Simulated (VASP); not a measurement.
Crystal: ZnO.

```
Zn O
1.0
     3.22085    0.00000    0.00000
    -1.61042    2.78934    0.00000
     0.00000    0.00000    6.98488
Zn O
2 2
Cartesian
  0.0000 0.0000 1.7462
  0.0000 0.0000 5.2387
  1.6104 0.9298 5.2387
  0.0000 1.8596 1.7462
```

Base run:

- Program: VASP 6.6.1
- Functional: LDA
- Potentials or basis: VASP PAW LDA potentials, release 64 (Zn, O)
- Cutoff: 520 eV
- k mesh: 9 × 9 × 4
- Occupations: fermi-dirac, width 0.05 eV
- Spin: no spin polarisation

Its results: band gap on the k mesh 0.76 eV; pressure -1.8 GPa.

**Question.** The run is repeated on the same cell with these changes: functional from LDA to PBEsol; potentials or basis from VASP PAW LDA potentials, release 64 (Zn, O) to VASP PAW PBE potentials, release 64 (Zn, O). What comes out?

**Answer.** Band gap on the k mesh 0.74 eV; pressure 2.1 GPa.

Caveats: an odd mesh through Γ misses points on the zone boundary, where band edges can lie; the PAW data sets were made with another functional, which shifts forces and pressure a little (at least some runs).
